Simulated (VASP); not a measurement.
Wanted: the native input for a VASP 6.6.1 run.

* Task: single point
* Functional: PBE
* Potentials or basis: VASP PAW PBE potentials, release 64 (Ta_pv, Li_sv)
* Cutoff: 520 eV
* k mesh: 5 × 5 × 1
* Occupations: gaussian, width 0.1 eV
* Spin: no spin polarisation
* Dipole correction: yes
* Further INCAR settings: ALGO = Normal; EDIFF = 1e-06; NBANDS = 80

The structure of LiTa12 lies in POSCAR:

```
LiTa12
1.0
    5.7486197044      0.0000000000      0.0000000000
   -1.9162065681      5.4198506339      0.0000000000
    0.0000000000      0.0000000000     20.0266897310
Ta Li
12 1
Direct
    0.2500000000      0.2500000000      0.1997334584
    0.2500000000      0.7500000000      0.1997334584
    0.7500000000      0.2500000000      0.1997334584
    0.7500000000      0.7500000000      0.1997334584
    0.0000000000      0.0000000000      0.3127671385
    0.0000000000      0.5000000000      0.3127671385
    0.5000000000      0.0000000000      0.3127671385
    0.5000000000      0.5000000000      0.3127671385
    0.2500000000      0.2500000000      0.4257663071
    0.2500000000      0.7500000000      0.4257663071
    0.7500000000      0.2500000000      0.4257663071
    0.7500000000      0.7500000000      0.4257663071
    0.3333333333      0.5000000000      0.5493771576
```

The input as run:

INCAR

```
SYSTEM = LiTa12
PREC = Accurate
ENCUT = 520
EDIFF = 1E-6
ISMEAR = 0
SIGMA = 0.1
LREAL = .False.
LASPH = .True.
NELM = 100
ALGO = Normal
ISIF = 2
LWAVE = .False.
LCHARG = .True.
LDIPOL = .True.
IDIPOL = 3
DIPOL = 0.5 0.5 0.331
GGA = PE
LELF = .True.
LVHAR = .True.
LVACPOTAV = .True.
NBANDS = 80
```

KPOINTS

```
Automatic mesh
0
Gamma
  5 5 1
  0 0 0
```

Potentials or basis: VASP PAW PBE potentials, release 64 (Ta_pv, Li_sv).

Run with:

```bash
$ cat potpaw_PBE.64/Ta_pv/POTCAR potpaw_PBE.64/Li_sv/POTCAR > POTCAR
$ mpirun -np 1 vasp_std > vasp.out
```

It gave:

```json
{
 "Largest force": "0.541 eV/Å",
 "Band gap on the k mesh": "zero (an odd number of electrons rules out a gap without spin polarisation)"
}
```

Caveat: spin-orbit coupling is left out, which moves the levels of the heavy elements.

It took 45 min on 1 thread of Intel Xeon 8259CL (shared host), peak memory 1 GiB.
